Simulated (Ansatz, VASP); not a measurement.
# Two plane-wave programs on C

File POSCAR:

```
C
1.0
    0.0000000000      1.8547360000      1.9260720000
    1.8547360000      0.0000000000      1.9260720000
    1.8547360000      1.8547360000      0.0000000000
C
2
Direct
    0.5000000000      0.5000000000      0.5000000000
    0.7500000000      0.7500000000      0.7500000000
```

INCAR.step1

```
PREC = Accurate
ENCUT = 520
ISMEAR = 0
SIGMA = 0.05
LREAL = F
LASPH = T
NELM = 80
NBANDS = 11
GGA = PE
ALGO = Normal
EDIFF = 1E-4
LWAVE = T
LCHARG = F
```

File INCAR.step2:

```
PREC = Accurate
ENCUT = 520
EDIFF = 1E-6
ISMEAR = 0
SIGMA = 0.05
LREAL = F
LASPH = T
NELM = 80
ALGO = Normal
ISIF = 2
LWAVE = F
LCHARG = F
METAGGA = R2SCAN
LMIXTAU = T
NBANDS = 11
ISTART = 1
```

KPOINTS

```
Automatic mesh
0
Gamma
  12 12 12
```

Input for Ansatz:

```yaml
crystal:
  lattice:
    - [0.0, 1.854736, 1.926072]
    - [1.854736, 0.0, 1.926072]
    - [1.854736, 1.854736, 0.0]
  atoms:
    - { symbol: C, position: [0.5, 0.5, 0.5] }
    - { symbol: C, position: [0.75, 0.75, 0.75] }
basis:
  ecutwfc: 500
kpoints:
  mp_grid: { grid: [12, 12, 12] }
hamiltonian:
  xc: r2scan
scf:
  occupations: { method: gaussian, width: 0.05 }
output:
  forces: true
  stress: true
  eigenvalues: true
```

Change from the starting cell: strain +0.040 along x and y, +0.080 along z, atoms carried along.

Alike in both runs: task single point; functional r2SCAN; k mesh 12 × 12 × 12; occupations gaussian, width 0.05 eV; no spin polarisation.

|  | VASP | Ansatz |
| --- | --- | --- |
| version | VASP 6.6.1 | Ansatz 0.2.0 |
| potentials or method | VASP PAW PBE potentials, release 64 (C), cutoff 520 eV | scalar-relativistic, plane waves, PAW |
| valence electrons in the cell | 8 | 8 |

VASP gave:

| Property | Result |
| --- | --- |
| gap on the k mesh at the Fermi level (eV) | 3.54 |
| least direct gap on the mesh (eV) | 5.08 |
| pressure (GPa) | -53.0 |
| traceless stress, the component that is largest in VASP (GPa) | -21.38 |

Problem. What did Ansatz give for the same quantities?

Solution. gap on the k mesh at the Fermi level (eV): 3.56; least direct gap on the mesh (eV): 5.11; pressure (GPa): -53.6; traceless stress, the component that is largest in VASP (GPa): -21.41.

VASP's potentials were made for PBE, not for r2SCAN. Both programs put the cell under strong tension, so it lies far from rest at this level. With one functional, cell and mesh, what is left measures potentials, basis and numerics.

Noted on VASP's run: the cell as given lies far from equilibrium.
